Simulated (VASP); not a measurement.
SiF2, 3 atoms in the cell. It takes space group P-3m1 (No. 164, trigonal). Conventional cell: a = 3.255 Å, b = 3.255 Å, c = 5.103 Å, α = 90.00°, β = 90.00°, γ = 120.00°. Si (site symmetry -3m) has 6 F at 2.32 Å within 3.1 Å. F (site symmetry 3m) has 3 Si at 2.32 Å and 3 F at 3.05 Å within 3.1 Å. 

```yaml
Program: VASP 6.6.1
Task: single point
Functional: r2SCAN
Potentials_or_basis: VASP PAW PBE potentials, release 64 (Si, F)
Cutoff: 770 eV
k_mesh: 6 × 6 × 4, shifted
Occupations: methfessel-paxton, width 0.1383 eV
Spin: no spin polarisation
Dipole_correction: no
Further_INCAR_settings: ALGO = Normal; EDIFF = 1e-06; NBANDS = 16; ISYM = -1
```

Potentials or basis: VASP PAW PBE potentials, release 64 (Si, F).

The run is started by

```sh
$ cat potpaw_PBE.64/Si/POTCAR potpaw_PBE.64/F/POTCAR > POTCAR
$ cp INCAR.step1 INCAR
$ mpirun -np 1 vasp_std > vasp.out
$ cp INCAR.step2 INCAR
$ mpirun -np 1 vasp_std > vasp.out
```

Hardware: 1 thread of Intel(R) Xeon(R) Platinum 8259CL CPU @ 2.50GHz (Skylake/Cascade Lake), on a shared host.

**Question.** Estimate the wall time of this run.

**Answer.** Wall time 5.4 min on 1 thread of Intel(R) Xeon(R) Platinum 8259CL CPU @ 2.50GHz (Skylake/Cascade Lake), on a shared host, peak memory 0.25 GiB. Counts: k points 72.
